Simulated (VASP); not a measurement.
CoSn2:

```
Co Sn
1.0
    -3.18250    3.18250    2.72850
     3.18250   -3.18250    2.72850
     3.18250    3.18250   -2.72850
Co Sn
2 4
Direct
  0.25000 0.25000 0.00000
  0.75000 0.75000 0.00000
  0.65800 0.15800 0.81600
  0.15800 0.34200 0.50000
  0.34200 0.84200 0.18400
  0.84200 0.65800 0.50000
```

Base run:

| Property | Result |
| --- | --- |
| Program | VASP 6.6.1 |
| Functional | PBEsol |
| Potentials or basis | VASP PAW PBE potentials, release 64 (Co, Sn_d) |
| Cutoff | 520 eV |
| k mesh | 8 × 8 × 8 |
| Occupations | methfessel-paxton, width 0.02 eV |
| Spin | no spin polarisation |

Its results: band gap on the k mesh zero (bands 37 and 38 overlap by 1.41 eV); pressure -4.2 GPa; largest force 0.888 eV/Å.

**Question.** The run is repeated on the same cell with these changes: occupations from methfessel-paxton, width 0.02 eV to fermi-dirac, width 0.5 eV. What comes out?

**Answer.** Band gap on the k mesh zero (bands 37 and 38 overlap by 1.51 eV); pressure 0.5 GPa; largest force 0.800 eV/Å.

Caveats: the PAW data sets were made with another functional, which shifts forces and pressure a little; spin-orbit coupling is left out, which moves the levels of the heavy elements; the run has no spin polarisation, though such a crystal can be magnetic; the cell stands under tension (at least some runs); so wide a smearing shifts energies and pressures (at least some runs).
